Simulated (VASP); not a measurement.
# KBr (P6_3/mmc) in VASP: notebook, part 2 of 2

VASP 6.6.1.

## Step 4: Single point, PBEsol

This run uses another cell than the first one, of 43.64 Å³/atom.

INCAR reads:

```
SYSTEM = KBr
PREC     = Accurate       ! precision mode
ENCUT    = 520            ! plane-wave cutoff, eV
EDIFF    = 1E-7           ! SCF threshold, eV
ISMEAR   = -1             ! smearing method
SIGMA    = 0.02           ! smearing width, eV
LREAL    = .FALSE.        ! projectors in reciprocal space
LASPH    = .TRUE.         ! aspherical terms in the spheres
NELM     = 100            ! most SCF steps
ALGO     = Normal         ! electronic algorithm
ISIF     = 2              ! what is computed and relaxed
LWAVE    = .FALSE.        ! write WAVECAR
LCHARG   = .FALSE.        ! write CHGCAR
GGA      = PS             ! functional
NBANDS   = 24             ! bands
```

KPOINTS reads:

```
Automatic mesh
0
G
  6 6 4
  0 0 0
```

POSCAR reads:

```
KBr
1.0
    5.5708570706      0.0000000000      0.0000000000
   -2.7854285353      4.8245037440      0.0000000000
    0.0000000000      0.0000000000      6.4943824922
K Br
2 2
Direct
    0.3333333333      0.6666666667     -0.0625000000
    0.6666666667      0.3333333333      0.4375000000
    0.3333333333      0.6666666667      0.4375000000
    0.6666666667      0.3333333333      0.9375000000
```

Potentials or basis: VASP PAW PBE potentials, release 64 (K_sv, Br).

Command:

```sh
$ cat potpaw_PBE.64/K_sv/POTCAR potpaw_PBE.64/Br/POTCAR > POTCAR
$ mpirun -np 1 vasp_std > vasp.out
```

OUTCAR:

```text
SYSTEM = KBr
   PREC = Accurate
   ENCUT = 520
   EDIFF = 1E-7
   ISMEAR = -1
   LREAL = .FALSE.
   LASPH = .TRUE.
   NELM = 100
   ISIF = 2
   GGA = PS

 ion  position               nearest neighbor table
   1  0.333  0.667  0.938-   4 3.22   4 3.22   4 3.22   3 3.25   3 3.25
   2  0.667  0.333  0.438-   3 3.22   3 3.22   3 3.22   4 3.25   4 3.25
   3  0.333  0.667  0.438-   2 3.22   2 3.22   2 3.22   1 3.25   1 3.25
   4  0.667  0.333  0.938-   1 3.22   1 3.22   1 3.22   2 3.25   2 3.25

  LATTYP: Found a hexagonal cell.
 ALAT       =     5.5708570706
 C/A-ratio  =     1.1657779781

  Lattice vectors:

 A1 = (   5.5708570706,   0.0000000000,   0.0000000000)
 A2 = (  -2.7854285353,   4.8245037440,   0.0000000000)
 A3 = (   0.0000000000,   0.0000000000,   6.4943824922)

Analysis of symmetry for initial positions (statically):
=====================================================================
 Subroutine PRICEL returns:
 Original cell was already a primitive cell.

 Routine SETGRP: Setting up the symmetry group for a
 hexagonal supercell.

 Subroutine GETGRP returns: Found 24 space group operations
 (whereof  6 operations were pure point group operations)
 out of a pool of 24 trial point group operations.

The static configuration has the point symmetry C_3v.
 The point group associated with its full space group is D_6h.

Analysis of symmetry for dynamics (positions and initial velocities):
=====================================================================
 Subroutine PRICEL returns:
 Original cell was already a primitive cell.

 Routine SETGRP: Setting up the symmetry group for a
 hexagonal supercell.

 Subroutine GETGRP returns: Found 24 space group operations
 (whereof  6 operations were pure point group operations)
 out of a pool of 24 trial point group operations.

The dynamic configuration has the point symmetry C_3v.
 The point group associated with its full space group is D_6h.

 Subroutine INISYM returns: Found 24 space group operations
 (whereof  6 operations are pure point group operations),
 and found     1 'primitive' translations

----------------------------------------------------------------------------------------

                                     Primitive cell

  volume of cell :     174.5471

  direct lattice vectors                    reciprocal lattice vectors
     5.570857071  0.000000000  0.000000000     0.179505593  0.103637602  0.000000000
    -2.785428535  4.824503744  0.000000000     0.000000000  0.207275204  0.000000000
     0.000000000  0.000000000  6.494382492     0.000000000  0.000000000  0.153979228

  length of vectors
     5.570857071  5.570857071  6.494382492     0.207275204  0.207275204  0.153979228

  position of ions in fractional coordinates (direct lattice)
     0.333333333  0.666666667  0.937500000
     0.666666667  0.333333333  0.437500000
     0.333333333  0.666666667  0.437500000
     0.666666667  0.333333333  0.937500000

  ion indices of the primitive-cell ions
   primitive index   ion index
                 1           1
                 2           2
                 3           3
                 4           4

----------------------------------------------------------------------------------------

 KPOINTS: Automatic mesh

Automatic generation of k-mesh.
 Grid dimensions read from file:
 generate k-points for:    6    6    4

 Generating k-lattice:

  Cartesian coordinates                     Fractional coordinates (reciprocal lattice)
     0.029917599  0.017272934  0.000000000     0.166666667  0.000000000  0.000000000
     0.000000000  0.034545867  0.000000000     0.000000000  0.166666667  0.000000000
     0.000000000  0.000000000  0.038494807     0.000000000  0.000000000  0.250000000

  Length of vectors
     0.034545867  0.034545867  0.038494807

  Shift w.r.t. Gamma in fractional coordinates (k-lattice)
     0.000000000  0.000000000  0.000000000

 Subroutine IBZKPT returns following result:
 ===========================================

 Found     21 irreducible k-points:

 Following reciprocal coordinates:
            Coordinates               Weight
  0.000000  0.000000  0.000000      1.000000
  0.166667  0.000000  0.000000      6.000000
  0.333333  0.000000  0.000000      6.000000
  0.500000 -0.000000  0.000000      3.000000
  0.166667  0.166667  0.000000      6.000000
  0.333333  0.166667  0.000000     12.000000
[... 13 lines left out ...]
  0.333333  0.166667  0.500000     12.000000
  0.333333  0.333333  0.500000      2.000000
   k-points           NKPTS =     21   k-points in BZ     NKDIM =     21   number of bands    NBANDS=     24
   number of dos      NEDOS =    301   number of ions     NIONS =      4
   total plane-waves  NPLWV =  84672
   dimension x,y,z NGX =    42 NGY =   42 NGZ =   48
   dimension x,y,z NGXF=    84 NGYF=   84 NGZF=   96
   ions per type =               2   2
   NGX,Y,Z   is equivalent  to a cutoff of  12.53, 12.53, 12.29 a.u.
   NGXF,Y,Z  is equivalent  to a cutoff of  25.07, 25.07, 24.57 a.u.
 SYSTEM =  KBr
   PREC   = accura    normal or accurate (medium, high low for compatibility)
   ISTART =      0    job   : 0-new  1-cont  2-samecut
   ICHARG =      2    charge: 1-file 2-atom 10-const
   ISPIN  =      1    spin polarized calculation?
   LNONCOLLINEAR =      F non collinear calculations
   LSORBIT =      F    spin-orbit coupling
   LASPH  =      T    aspherical Exc in radial PAW
   ENCUT  =  520.0 eV  38.22 Ry    6.18 a.u.  10.36 10.36 12.08*2*pi/ulx,y,z
   NELM   =    100;   NELMIN=  2; NELMDL= -5     # of ELM steps
   EDIFF  = 0.1E-06   stopping-criterion for ELM
   LREAL  =      F    real-space projection
   EDIFFG = 0.1E-05   stopping-criterion for IOM
   NSW    =      0    number of steps for IOM
   IBRION =     -1    ionic relax: 0-MD 1-quasi-New 2-CG
   NFREE  =      0    steps in history (QN), initial steepest desc. (CG)
   ISIF   =      2    stress and relaxation
   ISYM   =      2    0-nonsym 1-usesym 2-fastsym
   POTIM  = 0.5000    time-step for ionic-motion
   TEBEG  =    0.0;   TEEND  =   0.0 temperature during run
   PSTRESS=    0.0 pullay stress
   NELECT =      32.0000    total number of electrons
   NUPDOWN=      -1.0000    fix difference up-down
   EMIN   =  10.00;   EMAX   =-10.00  energy-range for DOS
   EFERMI =   0.00;   METHOD = LEGACY
   ISMEAR =    -1;   SIGMA  =   0.02  broadening in eV -4-tet -1-fermi 0-gaus
   EFERMI_NEDOS =   21; number of points for ismear=-14 and -15
   IALGO  =     38    algorithm
   IMIX   =      4    mixing-type and parameters
     AMIX     =   0.40;   BMIX     =  1.00
     AMIX_MAG =   1.60;   BMIX_MAG =  1.00
  volume/ion in A,a.u.               =      43.64       294.48
  Fermi-wavevector in a.u.,A,eV,Ry     =   0.930009  1.757463 11.767916  0.864917
  Thomas-Fermi vector in A             =   2.056352
   LORBIT       =      0    0 simple, 1 ext, 2 COOP (PROOUT), +10 PAW based schemes
   GGA     = PS    functional components
   LHFCALC =     F    Hartree Fock is set to
   AEXX    =    0.0000 exact exchange contribution
   IVDW    =     0    specifies the selected vdW correction
   LEPSILON=     F    determine dielectric tensor
   LRPA    =     F    only Hartree local field effects (RPA)
 non-spin polarized calculation
  energy-cutoff  :      520.00
  volume of cell :      174.55
 maximum number of plane-waves:      4776
 NGX is ok and might be reduce to    42
   NGX = 21   NGY = 21   NGZ = 25

 number of electron      32.0000007 magnetization

 Free energy of the ion-electron system (eV)
  ---------------------------------------------------
  ext. energy  EPLUGINS =         0.00000000
  ---------------------------------------------------
  free energy    TOTEN  =       -12.71091393 eV

  energy without entropy =      -12.71091393  energy(sigma->0) =      -12.71091393

 E-fermi :  -2.0724     XC(G=0):  -6.5267

 val. band max:       -2.5181624960   @ k =   0.0000   0.0000   0.0000
 cond. band min:       1.6822102753   @ k =   0.0000   0.0000   0.0000
 fundamental gap:      4.2003727713
 Fermi energy:        -2.0723838582

 k-point     1 :       0.0000    0.0000    0.0000
  band No.  band energies     occupation
      1     -30.2286      2.00000
      2     -30.2208      2.00000
      3     -14.7830      2.00000
      4     -14.6929      2.00000
      5     -13.8563      2.00000
      6     -13.8295      2.00000
[... 556 lines left out ...]
     23       6.1271      0.00000
     24       6.1271      0.00000

------------------------ aborting loop because EDIFF is reached ----------------------------------------

  FORCE on cell =-STRESS in cart. coord.  units (eV):
  Direction    XX          YY          ZZ          XY          YZ          ZX
  --------------------------------------------------------------------------------------
  -------------------------------------------------------------------------------------
  Total        0.0339956      0.0339956      0.0437960      0.0000000     -0.0000000      0.0000000
  in kB        0.3120477      0.3120477      0.4020064      0.0000000     -0.0000000      0.0000000
  external PRESSURE =       0.3420339 kB  Pullay stress =       0.0000000 kB

 VOLUME and BASIS-vectors are now :
 -----------------------------------------------------------------------------
  energy-cutoff  :      520.00
  volume of cell :      174.55
      direct lattice vectors                 reciprocal lattice vectors
     5.570857071  0.000000000  0.000000000     0.179505593  0.103637602  0.000000000
    -2.785428535  4.824503744  0.000000000     0.000000000  0.207275204  0.000000000
     0.000000000  0.000000000  6.494382492     0.000000000  0.000000000  0.153979228

 POSITION                                       TOTAL-FORCE (eV/Angst)
 -----------------------------------------------------------------------------------
     -0.00000      3.21634      6.08848        -0.000000      0.000000      0.000000
      2.78543      1.60817      2.84129         0.000000     -0.000000      0.000000
     -0.00000      3.21634      2.84129         0.000000      0.000000     -0.000000
      2.78543      1.60817      6.08848        -0.000000     -0.000000      0.000000
 -----------------------------------------------------------------------------------
    total drift:                               -0.000000      0.000000      0.000000

  FREE ENERGIE OF THE ION-ELECTRON SYSTEM (eV)
  ---------------------------------------------------
  free  energy   TOTEN  =       -12.7109139267 eV

  energy  without entropy=      -12.7109139267  energy(sigma->0) =      -12.71091393
```

Run time: 68 s. Hardware: 1 thread of Intel Xeon 6975P-C (Granite Rapids), shared host; peak memory 0.32 GiB.

Results:

```
Free energy            : -12.7109 eV
Pressure               : 0.0 GPa
Band gap on the k mesh : 4.20 eV
```

Caveat: the PAW data sets were made with another functional, which shifts forces and pressure a little. A k mesh can miss the band edges.

## Step 5: Overview

```tsv
level	potentials or basis	cell	k mesh	smearing	gap on the mesh (eV)	pressure (GPa)
PBE	VASP PAW PBE potentials, release 64 (K_sv, Br)	a = 5.619, b = 5.619, c = 6.554 Å, angles 90.0, 90.0, 120.0°, 4 atoms	6 × 6 × 2	gaussian 0.01 eV	4.19	0.4
LDA	VASP PAW LDA potentials, release 64 (K_sv, Br)	a = 5.424, b = 5.424, c = 6.323 Å, angles 90.0, 90.0, 120.0°, 4 atoms	6 × 6 × 4	fermi-dirac 0.02 eV	4.00	0.1
PBEsol	VASP PAW PBE potentials, release 64 (K_sv, Br)	a = 5.571, b = 5.571, c = 6.494 Å, angles 90.0, 90.0, 120.0°, 4 atoms	6 × 6 × 4	fermi-dirac 0.02 eV	4.20	0.0
```

Alike in all rows: task single point; no spin polarisation; cutoff (eV) 520.

Caveats: some runs use coarse meshes; the PAW data sets were made with another functional, which shifts forces and pressure a little (at least some runs).

Total energies depend on the potentials used, so only differences within one code and one set of settings carry meaning.
